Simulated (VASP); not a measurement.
# Au in VASP: notebook

The runs below take Au through single point, with PBE.

Everything below comes from runs of VASP 6.6.1. Logs are shortened: lines on timing, memory, paths and dates and some standing lists are left out, and cuts for length are marked.

**1. The cell of the first run**

The cell holds a slab with vacuum, 5 atoms: a = 2.940 Å, b = 2.940 Å, c = 24.316 Å, α = 90.00°, β = 90.00°, γ = 90.00°.

**2. Single point, PBE**

INCAR reads:

```
SYSTEM = Au
  ALGO = Normal
  DIPOL = 0.5 0.5 0.500
  EDIFF = 1E-6
  ENCUT = 520
  GGA = PE
  IDIPOL = 3
  ISIF = 2
  ISMEAR = -1
  LASPH = .True.
  LCHARG = .False.
  LDIPOL = .True.
  LREAL = .False.
  LWAVE = .False.
  NBANDS = 36
  NELM = 80
  PREC = Accurate
  SIGMA = 0.05
```

KPOINTS reads:

```
k-points
0
Gamma
  12 12 1
  0 0 0
```

POSCAR reads:

```
Au
1.0
    2.9400990585      0.0000000000      0.0000000000
    0.0000000000      2.9400990585      0.0000000000
    0.0000000000      0.0000000000     24.3159000000
Au
5
Direct
    0.0000000000      0.0000000000      0.3290037400
    0.5000000000      0.5000000000      0.4145018697
    0.0000000000      0.0000000000      0.5000000000
    0.5000000000      0.5000000000      0.5854981303
    0.0000000000      0.0000000000      0.6709962600
```

Potentials or basis: VASP PAW PBE potentials, release 64 (Au).

Run with:

```bash
$ cat potpaw_PBE.64/Au/POTCAR > POTCAR
$ mpirun -np 1 vasp_std > vasp.out
```

OUTCAR:

```text
SYSTEM = Au
   EDIFF = 1E-6
   ENCUT = 520
   GGA = PE
   ISIF = 2
   ISMEAR = -1
   LASPH = .True.
   LREAL = .False.
   NELM = 80
   PREC = Accurate

 ion  position               nearest neighbor table
   1  0.000  0.000  0.329-   2 2.94   2 2.94   2 2.94   2 2.94
   2  0.500  0.500  0.415-   1 2.94   1 2.94   1 2.94   1 2.94   3 2.94   3 2.94   3 2.94   3 2.94

   3  0.000  0.000  0.500-   2 2.94   4 2.94   2 2.94   4 2.94   2 2.94   4 2.94   2 2.94   4 2.94

   4  0.500  0.500  0.585-   5 2.94   5 2.94   5 2.94   5 2.94   3 2.94   3 2.94   3 2.94   3 2.94

   5  0.000  0.000  0.671-   4 2.94   4 2.94   4 2.94   4 2.94

  LATTYP: Found a simple tetragonal cell.
 ALAT       =     2.9400990585
 C/A-ratio  =     8.2704356269

  Lattice vectors:

 A1 = (   2.9400990585,   0.0000000000,   0.0000000000)
 A2 = (   0.0000000000,   2.9400990585,   0.0000000000)
 A3 = (   0.0000000000,   0.0000000000,  24.3159000000)

Analysis of symmetry for initial positions (statically):
=====================================================================
 Subroutine PRICEL returns:
 Original cell was already a primitive cell.

 Routine SETGRP: Setting up the symmetry group for a
 simple tetragonal supercell.

 Subroutine GETGRP returns: Found 16 space group operations
 (whereof 16 operations were pure point group operations)
 out of a pool of 16 trial point group operations.

The static configuration has the point symmetry D_4h.

Analysis of symmetry for dynamics (positions and initial velocities):
=====================================================================
 Subroutine PRICEL returns:
 Original cell was already a primitive cell.

 Routine SETGRP: Setting up the symmetry group for a
 simple tetragonal supercell.

 Subroutine GETGRP returns: Found 16 space group operations
 (whereof 16 operations were pure point group operations)
 out of a pool of 16 trial point group operations.

The dynamic configuration has the point symmetry D_4h.

 Subroutine INISYM returns: Found 16 space group operations
 (whereof 16 operations are pure point group operations),
 and found     1 'primitive' translations

----------------------------------------------------------------------------------------

                                     Primitive cell

  volume of cell :     210.1911

  direct lattice vectors                    reciprocal lattice vectors
     2.940099058  0.000000000  0.000000000     0.340124594  0.000000000  0.000000000
     0.000000000  2.940099058  0.000000000     0.000000000  0.340124594  0.000000000
     0.000000000  0.000000000 24.315900000     0.000000000  0.000000000  0.041125354

  length of vectors
     2.940099058  2.940099058 24.315900000     0.340124594  0.340124594  0.041125354

  position of ions in fractional coordinates (direct lattice)
     0.000000000  0.000000000  0.329003740
     0.500000000  0.500000000  0.414501870
     0.000000000  0.000000000  0.500000000
     0.500000000  0.500000000  0.585498130
     0.000000000  0.000000000  0.670996260

  ion indices of the primitive-cell ions
   primitive index   ion index
                 1           1
                 2           2
                 3           3
                 4           4
                 5           5

----------------------------------------------------------------------------------------

 KPOINTS: k-points

Automatic generation of k-mesh.
 Grid dimensions read from file:
 generate k-points for:   12   12    1

 Generating k-lattice:

  Cartesian coordinates                     Fractional coordinates (reciprocal lattice)
     0.028343716  0.000000000  0.000000000     0.083333333  0.000000000  0.000000000
     0.000000000  0.028343716  0.000000000     0.000000000  0.083333333  0.000000000
     0.000000000  0.000000000  0.041125354     0.000000000  0.000000000  1.000000000

  Length of vectors
     0.028343716  0.028343716  0.041125354

  Shift w.r.t. Gamma in fractional coordinates (k-lattice)
     0.000000000  0.000000000  0.000000000

 Subroutine IBZKPT returns following result:
 ===========================================

 Found     28 irreducible k-points:

 Following reciprocal coordinates:
            Coordinates               Weight
  0.000000  0.000000  0.000000      1.000000
  0.083333  0.000000  0.000000      4.000000
  0.166667  0.000000  0.000000      4.000000
  0.250000  0.000000  0.000000      4.000000
  0.333333  0.000000  0.000000      4.000000
  0.416667  0.000000  0.000000      4.000000
[... 16 lines left out ...]
  0.333333  0.333333  0.000000      4.000000
  0.416667  0.333333  0.000000      8.000000
 [... further k-points ...]
   k-points           NKPTS =     28   k-points in BZ     NKDIM =     28   number of bands    NBANDS=     36
   number of dos      NEDOS =    301   number of ions     NIONS =      5
   total plane-waves  NPLWV = 110592
   dimension x,y,z NGX =    24 NGY =   24 NGZ =  192
   dimension x,y,z NGXF=    48 NGYF=   48 NGZF=  384
   ions per type =               5
   NGX,Y,Z   is equivalent  to a cutoff of  13.57, 13.57, 13.13 a.u.
   NGXF,Y,Z  is equivalent  to a cutoff of  27.14, 27.14, 26.25 a.u.
 SYSTEM =  Au
   PREC   = accura    normal or accurate (medium, high low for compatibility)
   ISTART =      0    job   : 0-new  1-cont  2-samecut
   ICHARG =      2    charge: 1-file 2-atom 10-const
   ISPIN  =      1    spin polarized calculation?
   LNONCOLLINEAR =      F non collinear calculations
   LSORBIT =      F    spin-orbit coupling
   LASPH  =      T    aspherical Exc in radial PAW
   ENCUT  =  520.0 eV  38.22 Ry    6.18 a.u.   5.47  5.47 45.21*2*pi/ulx,y,z
   NELM   =     80;   NELMIN=  2; NELMDL= -5     # of ELM steps
   EDIFF  = 0.1E-05   stopping-criterion for ELM
   LREAL  =      F    real-space projection
   EDIFFG = 0.1E-04   stopping-criterion for IOM
   NSW    =      0    number of steps for IOM
   IBRION =     -1    ionic relax: 0-MD 1-quasi-New 2-CG
   NFREE  =      0    steps in history (QN), initial steepest desc. (CG)
   ISIF   =      2    stress and relaxation
   ISYM   =      2    0-nonsym 1-usesym 2-fastsym
   POTIM  = 0.5000    time-step for ionic-motion
   TEBEG  =    0.0;   TEEND  =   0.0 temperature during run
   PSTRESS=    0.0 pullay stress
   NELECT =      55.0000    total number of electrons
   NUPDOWN=      -1.0000    fix difference up-down
   EMIN   =  10.00;   EMAX   =-10.00  energy-range for DOS
   EFERMI =   0.00;   METHOD = LEGACY
   ISMEAR =    -1;   SIGMA  =   0.05  broadening in eV -4-tet -1-fermi 0-gaus
   EFERMI_NEDOS =   21; number of points for ismear=-14 and -15
   IALGO  =     38    algorithm
   IMIX   =      4    mixing-type and parameters
     AMIX     =   0.40;   BMIX     =  1.00
     AMIX_MAG =   1.60;   BMIX_MAG =  1.00
  volume/ion in A,a.u.               =      42.04       283.69
  Fermi-wavevector in a.u.,A,eV,Ry     =   1.047107  1.978745 14.917871  1.096433
  Thomas-Fermi vector in A             =   2.181973
   LORBIT       =      0    0 simple, 1 ext, 2 COOP (PROOUT), +10 PAW based schemes
   GGA     = PE    functional components
   LHFCALC =     F    Hartree Fock is set to
   AEXX    =    0.0000 exact exchange contribution
   IVDW    =     0    specifies the selected vdW correction
   LEPSILON=     F    determine dielectric tensor
   LRPA    =     F    only Hartree local field effects (RPA)
 non-spin polarized calculation
  energy-cutoff  :      520.00
  volume of cell :      210.19
 maximum number of plane-waves:      5723
 NGX is ok and might be reduce to    24
   NGX = 11   NGY = 11   NGZ = 91

 number of electron      54.9999991 magnetization

 dipolmoment           0.000000      0.000000      0.000000 electrons x Angstroem

 Free energy of the ion-electron system (eV)
  ---------------------------------------------------
  ext. energy  EPLUGINS =         0.00000000
  ---------------------------------------------------
  free energy    TOTEN  =       -15.16729702 eV

  energy without entropy =      -15.15664770  energy(sigma->0) =      -15.16197236

 E-fermi :   0.7354     XC(G=0):  -5.9891

 val. band max:        0.6509483282   @ k =   0.5000   0.0833   0.0000
 cond. band min:       0.7694995718   @ k =   0.3333   0.2500   0.0000
 fundamental gap:      0.1185512437
 Fermi energy:         0.7353571030

 k-point     1 :       0.0000    0.0000    0.0000
  band No.  band energies     occupation
      1      -8.1356      2.00000
      2      -7.0493      2.00000
      3      -5.8576      2.00000
      4      -5.4323      2.00000
      5      -5.3742      2.00000
      6      -5.2206      2.00000
[... 28 lines left out ...]
     35       8.1245      0.00000
     36       8.4366      0.00000

 k-point     2 :       0.0833    0.0000    0.0000
  band No.  band energies     occupation
      1      -7.9872      2.00000
      2      -6.9187      2.00000
      3      -5.7512      2.00000
      4      -5.3374      2.00000
      5      -5.2849      2.00000
      6      -5.1200      2.00000
[... 28 lines left out ...]
     35       8.2321      0.00000
     36       8.3564      0.00000

 k-point     3 :       0.1667    0.0000    0.0000
  band No.  band energies     occupation
      1      -7.5633      2.00000
      2      -6.5755      2.00000
      3      -5.5442      2.00000
      4      -5.1432      2.00000
      5      -4.9763      2.00000
      6      -4.9749      2.00000
[... 28 lines left out ...]
     35       7.8131      0.00000
     36       8.4483      0.00000

 k-point     4 :       0.2500    0.0000    0.0000
  band No.  band energies     occupation
      1      -6.9364      2.00000
      2      -6.1806      2.00000
      3      -5.4370      2.00000
      4      -4.9675      2.00000
      5      -4.8852      2.00000
      6      -4.4916      2.00000
[... 28 lines left out ...]
     35       7.3626      0.00000
     36       7.7508      0.00000

 k-point     5 :       0.3333    0.0000    0.0000
  band No.  band energies     occupation
      1      -6.2664      2.00000
      2      -5.9326      2.00000
      3      -5.4472      2.00000
      4      -4.8794      2.00000
      5      -4.7690      2.00000
      6      -4.0674      2.00000
[... 655 lines left out ...]
 k-point    22 :       0.5000    0.2500    0.0000
  band No.  band energies     occupation
      1      -5.1609      2.00000
      2      -5.1135      2.00000
      3      -5.0123      2.00000
      4      -4.9806      2.00000
      5      -4.7252      2.00000
      6      -4.3485      2.00000
[... 28 lines left out ...]
     35       7.4250      0.00000
     36       9.2637      0.00000

 k-point    23 :       0.3333    0.3333    0.0000
  band No.  band energies     occupation
      1      -5.3250      2.00000
      2      -4.9660      2.00000
      3      -4.9059      2.00000
      4      -4.8747      2.00000
      5      -4.5835      2.00000
      6      -4.4779      2.00000
[... 28 lines left out ...]
     35       8.1181      0.00000
     36       8.4459      0.00000

 k-point    24 :       0.4167    0.3333    0.0000
  band No.  band energies     occupation
      1      -5.3177      2.00000
      2      -5.1624      2.00000
      3      -5.0684      2.00000
      4      -5.0515      2.00000
      5      -4.6382      2.00000
      6      -4.6171      2.00000
[... 28 lines left out ...]
     35       8.3869      0.00000
     36       8.8045      0.00000

 [... further k-points ...]

------------------------ aborting loop because EDIFF is reached ----------------------------------------

 vacuum level on the upper side and lower side of the slab       (xc-potential included)        -0.008        -0.008

  FORCE on cell =-STRESS in cart. coord.  units (eV):
  Direction    XX          YY          ZZ          XY          YZ          ZX
  --------------------------------------------------------------------------------------
  -------------------------------------------------------------------------------------
  Total       -2.7435600     -2.7435600     -0.6290865      0.0000000      0.0000000     -0.0000000
  in kB      -20.9127319    -20.9127319     -4.7951992      0.0000000      0.0000000     -0.0000000
  external PRESSURE =     -15.5402210 kB  Pullay stress =       0.0000000 kB

 VOLUME and BASIS-vectors are now :
 -----------------------------------------------------------------------------
  energy-cutoff  :      520.00
  volume of cell :      210.19
      direct lattice vectors                 reciprocal lattice vectors
     2.940099058  0.000000000  0.000000000     0.340124594  0.000000000  0.000000000
     0.000000000  2.940099058  0.000000000     0.000000000  0.340124594  0.000000000
     0.000000000  0.000000000 24.315900000     0.000000000  0.000000000  0.041125354

 POSITION                                       TOTAL-FORCE (eV/Angst)
 -----------------------------------------------------------------------------------
      0.00000      0.00000      8.00002         0.000000     -0.000000      0.121452
      1.47005      1.47005     10.07899        -0.000000     -0.000000     -0.107287
      0.00000      0.00000     12.15795         0.000000     -0.000000      0.000000
      1.47005      1.47005     14.23691         0.000000      0.000000      0.107287
      0.00000      0.00000     16.31588         0.000000     -0.000000     -0.121452
 -----------------------------------------------------------------------------------
    total drift:                                0.000000     -0.000000      0.000000

  FREE ENERGIE OF THE ION-ELECTRON SYSTEM (eV)
  ---------------------------------------------------
  free  energy   TOTEN  =       -15.1672970245 eV

  energy  without entropy=      -15.1566477027  energy(sigma->0) =      -15.16197236

 vacuum level on the upper side and lower side of the slab         5.798         5.798
```

Wall time 5.7 min (1 thread of Intel Xeon 8259CL, shared host); peak memory 0.4 GiB.

What came out:

```
Free energy            : -15.1673 eV
Largest force          : 0.121 eV/Å
Band gap on the k mesh : zero (an odd number of electrons rules out a gap without spin polarisation)
```

Forces in eV/Å, atoms in the order of the input:
```
Au   0.000  0.000  0.121
Au   0.000  0.000 -0.107
Au   0.000  0.000  0.000
Au   0.000  0.000  0.107
Au   0.000  0.000 -0.121
```

Levels at points of the mesh, in eV from the Fermi level:
| k point | band 24 | band 25 | band 26 | band 27 | band 28 | band 29 | band 30 | band 31 | band 32 | band 33 |
| --- | --- | --- | --- | --- | --- | --- | --- | --- | --- | --- |
| (0.00, 0.00, 0.00) | -2.11 | -2.11 | -1.89 | -1.84 | -1.70 | -1.70 | 0.06 | 1.47 | 4.79 | 5.19 |
| (0.50, 0.00, 0.00) | -1.97 | -1.90 | -0.38 | -0.19 | -0.17 | 0.19 | 0.24 | 2.13 | 2.54 | 4.19 |
| (0.50, 0.50, 0.00) | -1.17 | -1.17 | 2.03 | 2.03 | 3.82 | 3.82 | 4.72 | 4.73 | 5.19 | 5.29 |

Caveat: spin-orbit coupling is left out, which moves the levels of the heavy elements.

[end of part 1 of 2]

The gap in the log of VASP goes by the Fermi energy; the results here count the filled bands.